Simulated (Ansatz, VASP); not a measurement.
## TePb in VASP and in Ansatz

```
Pb Te
1.0
     3.19038    3.19038    0.00000
    -3.19038    3.19038    0.00000
     0.00000    0.00000    6.38077
Pb Te
2 2
Cartesian
  0.0000 0.0000 0.0000
  0.0000 3.1904 3.1904
  0.0000 3.1904 0.0000
  0.0000 0.0000 3.1904
```

Alike in both runs: task single point; functional LDA; k mesh 7 × 7 × 5; occupations fermi-dirac, width 0.02 eV; no spin polarisation.

```csv
,VASP,Ansatz
version,VASP 6.6.1,Ansatz 0.2.0
potentials or method,"VASP PAW LDA potentials, release 64 (Pb_d, Te)","PAW with Ansatz's default frozen-core files, scalar-relativistic"
plane-wave cutoff (eV),520,420
valence electrons in the cell,40,60
```

```tsv
	VASP	Ansatz	Ansatz less VASP
pressure (GPa)	0.0	0.0	-0.07
```

LDA's correlation is that of Perdew and Zunger in VASP and of Perdew and Wang (1992) in Ansatz. VASP's potentials hold 40 valence electrons a cell and Ansatz's 60, so a difference there can come from the potentials and not from the codes.

Neither program's run includes spin-orbit coupling.
